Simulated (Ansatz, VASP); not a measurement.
# One calculation of CoSi, two programs

POSCAR

```
CoSi
1.0
    4.3387227000      0.0000000000      0.0000000000
    0.0000000000      4.3387227000      0.0000000000
    0.0000000000      0.0000000000      4.3387227000
Co Si
4 4
Direct
    0.1456935066      0.1456935066      0.1456935066
    0.3543064934      0.8543064934      0.6456935066
    0.6456935066      0.3543064934      0.8543064934
    0.8543064934      0.6456935066      0.3543064934
    0.8436267003      0.8436267003      0.8436267003
    0.6563732997      0.1563732997      0.3436267003
    0.3436267003      0.6563732997      0.1563732997
    0.1563732997      0.3436267003      0.6563732997
```

INCAR.step1

```
PREC     = Accurate       # precision mode
ENCUT    = 520            # plane-wave cutoff, eV
ISMEAR   = -1             # smearing method
SIGMA    = 0.02           # smearing width, eV
LREAL    = False          # projectors in reciprocal space
LASPH    = True           # aspherical terms in the spheres
NELM     = 60             # most SCF steps
NBANDS   = 36             # bands
GGA      = PE             # functional
ALGO     = Normal         # electronic algorithm
EDIFF    = 1E-4           # SCF threshold, eV
LWAVE    = True           # write WAVECAR
LCHARG   = False          # write CHGCAR
```

Contents of INCAR.step2:

```
PREC     = Accurate       # precision mode
ENCUT    = 520            # plane-wave cutoff, eV
EDIFF    = 1E-7           # SCF threshold, eV
ISMEAR   = -1             # smearing method
SIGMA    = 0.02           # smearing width, eV
LREAL    = False          # projectors in reciprocal space
LASPH    = True           # aspherical terms in the spheres
NELM     = 60             # most SCF steps
ALGO     = Normal         # electronic algorithm
ISIF     = 2              # what is computed and relaxed
LWAVE    = False          # write WAVECAR
LCHARG   = False          # write CHGCAR
METAGGA  = R2SCAN         # meta-GGA
LMIXTAU  = True         
NBANDS   = 36             # bands
ISTART   = 1
```

Contents of KPOINTS:

```
regular mesh
0
Gamma
  6 6 6
```

Input for Ansatz:

```yaml
crystal:
  lattice:
    - [4.3387227, 0.0, 0.0]
    - [0.0, 4.3387227, 0.0]
    - [0.0, 0.0, 4.3387227]
  atoms:
    - { symbol: Co, position: [0.1456935066, 0.1456935066, 0.1456935066] }
    - { symbol: Co, position: [0.3543064934, 0.8543064934, 0.6456935066] }
    - { symbol: Co, position: [0.6456935066, 0.3543064934, 0.8543064934] }
    - { symbol: Co, position: [0.8543064934, 0.6456935066, 0.3543064934] }
    - { symbol: Si, position: [0.8436267003, 0.8436267003, 0.8436267003] }
    - { symbol: Si, position: [0.6563732997, 0.1563732997, 0.3436267003] }
    - { symbol: Si, position: [0.3436267003, 0.6563732997, 0.1563732997] }
    - { symbol: Si, position: [0.1563732997, 0.3436267003, 0.6563732997] }
kpoints:
  mp_grid: { grid: [6, 6, 6] }
hamiltonian:
  xc: r2scan
scf:
  occupations: { method: fermi_dirac, width: 0.02 }
  n_extra_bands: 6
output:
  forces: true
  stress: true
  eigenvalues: true
```

Alike in both runs: task single point; functional r2SCAN; k mesh 6 × 6 × 6; occupations fermi-dirac, width 0.02 eV; no spin polarisation.

|  | VASP | Ansatz |
| --- | --- | --- |
| version | VASP 6.6.1 | Ansatz 0.2.0 |
| potentials or method | VASP PAW PBE potentials, release 64 (Co, Si) | plane waves, PAW |
| plane-wave cutoff (eV) | 520 | 500 |
| valence electrons in the cell | 52 | 84 |

```tsv
	VASP	Ansatz	Ansatz less VASP
pressure (GPa)	8.4	8.2	-0.22
rms of the force components (eV/Å)	0.036	0.033	-0.0033
```

VASP's potentials were made for PBE, not for r2SCAN. Atom by atom the forces differ by 0.003 eV/Å (rms over components). With one functional, cell and mesh, what is left measures potentials, basis and numerics. VASP's potentials hold 52 valence electrons a cell and Ansatz's 84, so a difference there can come from the potentials and not from the codes.
